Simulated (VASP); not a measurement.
Input of a VASP 6.6.1 run:

Contents of INCAR:

```
ALGO     = Normal         # electronic algorithm
EDIFF    = 1E-6           # SCF threshold, eV
ENCUT    = 500            # plane-wave cutoff, eV
GGA      = PS             # functional
GGA_COMPAT= False        
ISIF     = 2              # what is computed and relaxed
ISMEAR   = -1             # smearing method
LASPH    = True           # aspherical terms in the spheres
LCHARG   = False          # write CHGCAR
LREAL    = False          # projectors in reciprocal space
LWAVE    = False          # write WAVECAR
NBANDS   = 21             # bands
NELM     = 120            # most SCF steps
PREC     = Accurate       # precision mode
SIGMA    = 0.15           # smearing width, eV
```

File KPOINTS:

```
k-points
0
Gamma
  6 6 6
```

The input POSCAR:

```
Ge
1.0
   -2.4958980000      2.6508630000      1.4369470000
    2.4958980000     -2.6508630000      1.4369470000
    2.4958980000      2.6508630000     -1.4369470000
Ge
2
Direct
    0.6859430000      0.9359430000      0.7500000000
    0.3140570000      0.0640570000      0.2500000000
```

Potentials or basis: VASP PAW PBE potentials, release 64 (Ge_d).

The run is started by

```console
$ cat potpaw_PBE.64/Ge_d/POTCAR > POTCAR
$ mpirun -np 1 vasp_std > vasp.out
```

(1) What does it give for the band gap on the k mesh?

(2) Estimate the pressure.

(3) Estimate the largest force.

Results:

(1) zero (bands 14 and 15 overlap by 5.07 eV).

(2) -2.1 GPa.

(3) 0.043 eV/Å.

Caveat: the k points lie up to 0.41 Å⁻¹ apart, too coarse for converged energies and pressures of a metal; the PAW data sets were made with another functional, which shifts forces and pressure a little.
